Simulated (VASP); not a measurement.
A run of VASP 6.6.1 is set up as follows.

The input INCAR:

```
SYSTEM = RbCl
PREC     = Accurate       ! precision mode
ENCUT    = 500            ! plane-wave cutoff, eV
EDIFF    = 1E-6           ! SCF threshold, eV
ISMEAR   = 0              ! smearing method
SIGMA    = 0.01           ! smearing width, eV
LREAL    = .False.        ! projectors in reciprocal space
LASPH    = .True.         ! aspherical terms in the spheres
NELM     = 120            ! most SCF steps
ALGO     = Normal         ! electronic algorithm
ISIF     = 2              ! what is computed and relaxed
LWAVE    = .False.        ! write WAVECAR
LCHARG   = .True.         ! write CHGCAR
LELF     = .True.         ! ELF
LVHAR    = .True.       
NBANDS   = 15             ! bands
GGA_COMPAT= .False.
```

Contents of KPOINTS:

```
regular mesh
0
Gamma
  6 6 6
  0 0 0
```

File POSCAR:

```
RbCl
1.0
    0.0000000000      3.1885419031      3.1725991936
    3.1885419031      0.0000000000      3.1725991936
    3.1885419031      3.1885419031      0.0000000000
Rb Cl
1 1
Direct
    0.0000000000      0.0000000000      0.0000000000
    0.5000000000      0.5000000000      0.5000000000
```

Potentials or basis: VASP PAW LDA potentials, release 64 (Rb_sv, Cl).

The run is started by

```bash
$ cat potpaw_LDA.64/Rb_sv/POTCAR potpaw_LDA.64/Cl/POTCAR > POTCAR
$ mpirun -np 1 vasp_std > vasp.out
```

(1) Estimate the pressure.

(2) Estimate the band gap on the k mesh.

## Answers

(1) 0.2 GPa.

(2) 4.87 eV, direct.

Caveat: the cell differs from its parent crystal (z stretched by -0.5 %, x and y held).
